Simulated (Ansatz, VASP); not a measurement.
## Sr: VASP beside Ansatz

Contents of INCAR:

```
SYSTEM = Sr
PREC = Accurate
ENCUT = 520
EDIFF = 1E-7
ISMEAR = 0
SIGMA = 0.15
LREAL = .False.
LASPH = .True.
NELM = 80
ALGO = Fast
ISIF = 2
LWAVE = .False.
LCHARG = .False.
GGA = PS
NBANDS = 17
```

Contents of KPOINTS:

```
regular mesh
0
Gamma
  15 15 8
  0 0 0
```

POSCAR

```
Sr
1.0
    4.2453502174      0.0000000000      0.0000000000
   -2.1226751087      3.6765811362      0.0000000000
    0.0000000000      0.0000000000      7.1557500000
Sr
2
Direct
    0.3333333333      0.6666666667      0.2500000000
    0.6666666667      0.3333333333      0.7500000000
```

Input for Ansatz:

```yaml
crystal:
  lattice:
    - [4.2453502174, 0.0, 0.0]
    - [-2.1226751087, 3.6765811362, 0.0]
    - [0.0, 0.0, 7.15575]
  atoms:
    - { symbol: Sr, position: [0.3333333333, 0.6666666667, 0.25] }
    - { symbol: Sr, position: [0.6666666667, 0.3333333333, 0.75] }
basis:
  ecutwfc: 420
kpoints:
  mp_grid: { grid: [15, 15, 8] }
hamiltonian:
  xc: pbesol
scf:
  occupations: { method: gaussian, width: 0.15 }
output:
  forces: true
  stress: true
  eigenvalues: true
```

Change from the starting cell: strain -0.015 along x and y, +0.015 along z, atoms carried along.

Alike in both runs: task single point; functional PBEsol; k mesh 15 × 15 × 8; occupations gaussian, width 0.15 eV; no spin polarisation.

|  | VASP | Ansatz |
| --- | --- | --- |
| version | VASP 6.6.1 | Ansatz 0.2.0 |
| potentials or method | VASP PAW PBE potentials, release 64 (Sr_sv), cutoff 520 eV | scalar-relativistic, plane waves, PAW |
| valence electrons in the cell | 20 | 20 |

```csv
,VASP,Ansatz,Ansatz less VASP
gap on the k mesh at the Fermi level (eV),none,none,-
pressure (GPa),-0.7,-0.7,-0.01
"traceless stress, the component that is largest in VASP (GPa)",-0.37,-0.37,+0.002
```

VASP's potentials were made for PBE, not for PBEsol. A gap of «none» marks a metal or a gap that the smearing closes.
